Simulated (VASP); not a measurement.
A run of VASP 6.6.1 is set up as follows.

Contents of INCAR:

```
SYSTEM = Ga6N7
  ALGO = Normal
  EDIFF = 1E-6
  ENCUT = 520
  GGA = PE
  ISIF = 2
  ISMEAR = 0
  ISPIN = 2
  LASPH = .TRUE.
  LCHARG = .FALSE.
  LORBIT = 11
  LREAL = .FALSE.
  LWAVE = .FALSE.
  MAGMOM = 0 0 0 0 0 0 0.17 0.17 0.17 0.19 0.19 0.19 1.59
  NBANDS = 72
  NELM = 150
  PREC = Accurate
  SIGMA = 0.02
```

File KPOINTS:

```
k-points
0
G
  3 3 3
  0 0 0
```

Contents of POSCAR:

```
Ga6N7
1.0
    0.0000000000      0.0000000000      5.2431684095
    4.8275562239     -2.7871908853      0.0000000000
   -0.0000000001      5.5743817708      0.0000000000
Ga N
6 7
Direct
    0.5114014639      0.3309160838      0.3224483659
    0.4840866823      0.0095758595      0.6605914162
    0.5017258258      0.6674426668      0.9932549196
    1.0057679991      0.0036047224      0.3328363800
    1.0247567082      0.6404403919      0.6986433264
    1.0095534964      0.3407709665      1.0409564630
    0.8800987570      0.3526024185      0.3736918878
    0.8484358412      0.0546504251      0.6796967489
    0.8667869588      0.6442093796      1.0403414674
    0.3760563930      0.0017949040      0.3224626181
    0.3817630569      0.6649119868      0.6544615670
    0.3706810173      0.3333502347      0.9966236552
   -0.1715817479     -0.0442401891     -0.1160214492
```

Potentials or basis: VASP PAW PBE potentials, release 64 (Ga_d, N).

The run is started by

```bash
$ cat potpaw_PBE.64/Ga_d/POTCAR potpaw_PBE.64/N/POTCAR > POTCAR
$ mpirun -np 1 vasp_std > vasp.out
```

(1) Predict the pressure.

(2) Predict the net moment.

Results:

(1) 11.9 GPa.

(2) 0.85 μB per cell.

Caveat: the k points lie up to 0.43 Å⁻¹ apart.
